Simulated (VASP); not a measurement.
A run of VASP 6.6.1:

File POSCAR:

```
Al
1.0
    2.8310814264      0.0000000000      0.0000000000
   -1.4155407132      2.4517884355      0.0000000000
    0.0000000000      0.0000000000      4.8990817340
Al
2
Direct
    0.3333333333      0.6666666667      0.2500000000
    0.6666666667      0.3333333333      0.7500000000
```

File INCAR.step1:

```
SYSTEM = Al
PREC = Accurate ; ENCUT = 520
EDIFF = 1E-5 ; ISMEAR = -1
SIGMA = 0.05 ; LREAL = .False.
LASPH = .True. ; NELM = 60
ALGO = Normal ; ISIF = 2
LWAVE = .True. ; LCHARG = .False.
NBANDS = 10 ; GGA = PE
```

INCAR.step2

```
SYSTEM = Al
PREC = Accurate ; ENCUT = 520
EDIFF = 1E-6 ; ISMEAR = -1
SIGMA = 0.05 ; LREAL = .False.
LASPH = .True. ; NELM = 60
ALGO = Normal ; ISIF = 2
LWAVE = .False. ; LCHARG = .False.
GGA = PE ; LHFCALC = .True.
HFSCREEN = 0.2079 ; PRECFOCK = Normal
NBANDS = 10 ; ISTART = 1
```

Contents of KPOINTS:

```
Automatic mesh
0
Gamma
  6 6 4
  0 0 0
```

Potentials or basis: VASP PAW PBE potentials, release 64 (Al).

Launch:

```bash
$ cat potpaw_PBE.64/Al/POTCAR > POTCAR
$ cp INCAR.step1 INCAR
$ mpirun -np 1 vasp_std > vasp.out
$ cp INCAR.step2 INCAR
$ mpirun -np 1 vasp_std > vasp.out
```

Hardware: 1 thread of Intel Xeon 8259CL, on a shared host.

How long does it take, and how much memory?

It took 6.8 min on 1 thread of Intel Xeon 8259CL, on a shared host, peak memory 0.25 GiB. Counts: k points 21.
